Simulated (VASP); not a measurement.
# CuO2 (Cmcm) in VASP: notebook, part 2 of 2

VASP 6.6.1.

**4. Single point, PBE**

This run uses another cell than the first one, of 10.66 Å³/atom.

INCAR reads:

```
  PREC = Accurate
  ENCUT = 520
  EDIFF = 1E-6
  ISMEAR = 0
  SIGMA = 0.1
  LREAL = F
  LASPH = T
  NELM = 60
  ALGO = Normal
  ISIF = 2
  LWAVE = F
  LCHARG = T
  GGA = PE
  LELF = T
  LVHAR = T
  NBANDS = 32
```

KPOINTS reads:

```
regular mesh
0
Gamma
  14 14 8
```

POSCAR reads:

```
CuO2
1.0
    1.4126150000     -5.2107470000      0.0000000000
    1.4126150000      5.2107470000      0.0000000000
    0.0000000000      0.0000000000      4.3434240000
Cu O
2 4
Direct
    0.8327470000      0.1672530000      0.2500000000
    0.1672530000      0.8327470000      0.7500000000
    0.4485140000      0.5514860000      0.2500000000
    0.5514860000      0.4485140000      0.7500000000
    0.2110300000      0.7889700000      0.2500000000
    0.7889700000      0.2110300000      0.7500000000
```

Potentials or basis: VASP PAW PBE potentials, release 64 (Cu, O).

The run is started by

```console
cat potpaw_PBE.64/Cu/POTCAR potpaw_PBE.64/O/POTCAR > POTCAR
mpirun -np 1 vasp_std > vasp.out
```

OUTCAR:

```text
PREC = Accurate
   ENCUT = 520
   EDIFF = 1E-6
   ISMEAR = 0
   LREAL = F
   LASPH = T
   NELM = 60
   ISIF = 2
   GGA = PE

 ion  position               nearest neighbor table
   1  0.833  0.167  0.250-   3 1.86   3 1.86   5 1.90   5 1.90   6 2.22   6 2.22
   2  0.167  0.833  0.750-   4 1.86   4 1.86   6 1.90   6 1.90   5 2.22   5 2.22
   3  0.449  0.551  0.250-   1 1.86   1 1.86
   4  0.551  0.449  0.750-   2 1.86   2 1.86
   5  0.211  0.789  0.250-   1 1.90   1 1.90   2 2.22   2 2.22
   6  0.789  0.211  0.750-   2 1.90   2 1.90   1 2.22   1 2.22

  LATTYP: Found a base centered orthorhombic cell.
 ALAT       =     2.8252300000
 B/A-ratio  =     3.6887241039
 C/A-ratio  =     1.5373700548

  Lattice vectors:

 A1 = (   1.4126150000,  -5.2107470000,   0.0000000000)
 A2 = (   1.4126150000,   5.2107470000,   0.0000000000)
 A3 = (   0.0000000000,   0.0000000000,   4.3434240000)

Analysis of symmetry for initial positions (statically):
=====================================================================
 Subroutine PRICEL returns:
 Original cell was already a primitive cell.

 Routine SETGRP: Setting up the symmetry group for a
[... 182 lines left out ...]
 fundamental gap:      0.0046011506
 Fermi energy:         2.5499151710

 k-point     1 :       0.0000    0.0000    0.0000
  band No.  band energies     occupation
      1     -16.6244      2.00000
      2     -15.1292      2.00000
      3     -14.9800      2.00000
      4     -14.3440      2.00000
      5      -3.5538      2.00000
      6      -3.3683      2.00000
[... 829 lines left out ...]
     31      16.0998      0.00000
     32      16.3799      0.00000

 [... further k-points ...]

------------------------ aborting loop because EDIFF is reached ----------------------------------------

  FORCE on cell =-STRESS in cart. coord.  units (eV):
  Direction    XX          YY          ZZ          XY          YZ          ZX
  --------------------------------------------------------------------------------------
  -------------------------------------------------------------------------------------
  Total       -0.2086605     -0.1556126     -0.4055181      0.0000000     -0.0000000      0.0000000
  in kB       -5.2283508     -3.8991437    -10.1609618      0.0000000     -0.0000000      0.0000000
  external PRESSURE =      -6.4294854 kB  Pullay stress =       0.0000000 kB

 VOLUME and BASIS-vectors are now :
 -----------------------------------------------------------------------------
  energy-cutoff  :      520.00
  volume of cell :       63.94
      direct lattice vectors                 reciprocal lattice vectors
     1.412615000 -5.210747000  0.000000000     0.353953483 -0.095955532  0.000000000
     1.412615000  5.210747000  0.000000000     0.353953483  0.095955532  0.000000000
     0.000000000  0.000000000  4.343424000     0.000000000  0.000000000  0.230233106

 POSITION                                       TOTAL-FORCE (eV/Angst)
 -----------------------------------------------------------------------------------
      1.41261     -3.46772      1.08586         0.000000     -0.030289     -0.000000
      1.41261      3.46772      3.25757         0.000000      0.030289      0.000000
      1.41261      0.53656      1.08586         0.000000     -0.092619      0.000000
      1.41261     -0.53656      3.25757         0.000000      0.092619     -0.000000
      1.41261      3.01150      1.08586         0.000000     -0.174651      0.000000
      1.41261     -3.01150      3.25757         0.000000      0.174651      0.000000
 -----------------------------------------------------------------------------------
    total drift:                                0.000000      0.000000     -0.000000

  FREE ENERGIE OF THE ION-ELECTRON SYSTEM (eV)
  ---------------------------------------------------
  free  energy   TOTEN  =       -27.3962308642 eV

  energy  without entropy=      -27.3713754106  energy(sigma->0) =      -27.38380314
```

OSZICAR:

```text
N       E                     dE             d eps       ncg     rms          rms(c)
DAV:   1     0.498111567804E+03    0.49811E+03   -0.22241E+04 18824   0.206E+03
DAV:   2     0.265296495760E+02   -0.47158E+03   -0.42588E+03 20008   0.459E+02
DAV:   3    -0.424941105358E+02   -0.69024E+02   -0.64874E+02 21528   0.186E+02
DAV:   4    -0.457643620590E+02   -0.32703E+01   -0.32355E+01 24208   0.434E+01
DAV:   5    -0.458431969528E+02   -0.78835E-01   -0.78776E-01 21776   0.627E+00    0.349E+01
DAV:   6    -0.603461609236E+02   -0.14503E+02   -0.15017E+02 28992   0.316E+02    0.337E+01
DAV:   7    -0.330953168724E+02    0.27251E+02   -0.81145E+01 25064   0.178E+02    0.218E+01
DAV:   8    -0.281150328648E+02    0.49803E+01   -0.16820E+01 29000   0.385E+01    0.825E+00
DAV:   9    -0.274288964913E+02    0.68614E+00   -0.19592E+00 28648   0.325E+01    0.271E+00
DAV:  10    -0.274538783577E+02   -0.24982E-01   -0.40784E-01 27272   0.599E+00    0.243E+00
DAV:  11    -0.274245349815E+02    0.29343E-01   -0.34167E-01 26376   0.198E+01    0.176E+00
DAV:  12    -0.273979809449E+02    0.26554E-01   -0.83352E-02 27208   0.947E+00    0.382E-01
DAV:  13    -0.273962499498E+02    0.17310E-02   -0.15446E-02 28008   0.125E+00    0.988E-02
DAV:  14    -0.273962667356E+02   -0.16786E-04   -0.37051E-04 23072   0.155E-01    0.703E-02
DAV:  15    -0.273962298227E+02    0.36913E-04   -0.10515E-04 32672   0.289E-01    0.103E-02
DAV:  16    -0.273962313757E+02   -0.15530E-05   -0.27771E-05 23848   0.385E-02    0.601E-03
DAV:  17    -0.273962308642E+02    0.51142E-06   -0.40161E-06 22632   0.291E-02
   1 F= -.27396231E+02 E0= -.27383803E+02  d E =-.248555E-01
```

It took 12 min on 1 thread of Intel Xeon Platinum 8259CL at 2.50GHz (Skylake/Cascade Lake), shared host; peak memory 0.56 GiB.

What came out:

* Free energy: -27.3962 eV
* Pressure: -0.6 GPa
* Largest force: 0.175 eV/Å
* Band gap on the k mesh: zero (bands 23 and 24 overlap by 0.48 eV)

Forces in eV/Å, atoms in the order of the input:
```
Cu   0.000 -0.030  0.000
Cu   0.000  0.030  0.000
O    0.000 -0.093  0.000
O    0.000  0.093  0.000
O    0.000 -0.175  0.000
O    0.000  0.175  0.000
```

Levels at points of the mesh, in eV from the Fermi level:
```tsv
k point	band 20	band 21	band 22	band 23	band 24	band 25	band 26	band 27
(0.00, 0.00, 0.00)	-1.31	-1.08	-1.07	-0.60	-0.09	0.98	1.26	6.05
(0.50, 0.00, 0.00)	-1.89	-1.88	-1.71	-1.35	0.34	0.62	0.71	10.21
(0.50, 0.50, 0.00)	-1.51	-1.24	-1.19	-0.97	0.36	1.13	1.26	7.57
(0.00, 0.00, 0.50)	-1.66	-0.99	-0.99	0.28	0.28	1.12	1.12	8.62
(0.50, 0.00, 0.50)	-2.82	-0.79	-0.79	0.26	0.26	0.77	0.77	10.10
(0.50, 0.50, 0.50)	-1.90	-0.54	-0.54	0.06	0.06	1.22	1.22	9.42
```

Caveat: semilocal functionals often make such compounds metallic where correlation or magnetic order opens a gap, which also shifts bond lengths.
